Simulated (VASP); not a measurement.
Here is a VASP 6.6.1 calculation.

Contents of INCAR:

```
SYSTEM = Ta
PREC = Accurate
ENCUT = 520
EDIFF = 1E-6
ISMEAR = -1
SIGMA = 0.15
LREAL = .FALSE.
LASPH = .TRUE.
NELM = 100
ALGO = Fast
ISIF = 2
LWAVE = .FALSE.
LCHARG = .TRUE.
LELF = .TRUE.
LVHAR = .TRUE.
NBANDS = 12
```

KPOINTS

```
Automatic mesh
0
G
  18 18 18
  0 0 0
```

The input POSCAR:

```
Ta
1.0
   -1.6275256156      1.6275256156      1.6275256156
    1.6275256156     -1.6275256156      1.6275256156
    1.6275256156      1.6275256156     -1.6275256156
Ta
1
Direct
    0.0000000000      0.0000000000      0.0000000000
```

Potentials or basis: VASP PAW LDA potentials, release 64 (Ta_pv).

Launch:

```console
$ cat potpaw_LDA.64/Ta_pv/POTCAR > POTCAR
$ mpirun -np 1 vasp_std > vasp.out
```

Task: Predict the pressure.

Result: 0.9 GPa.
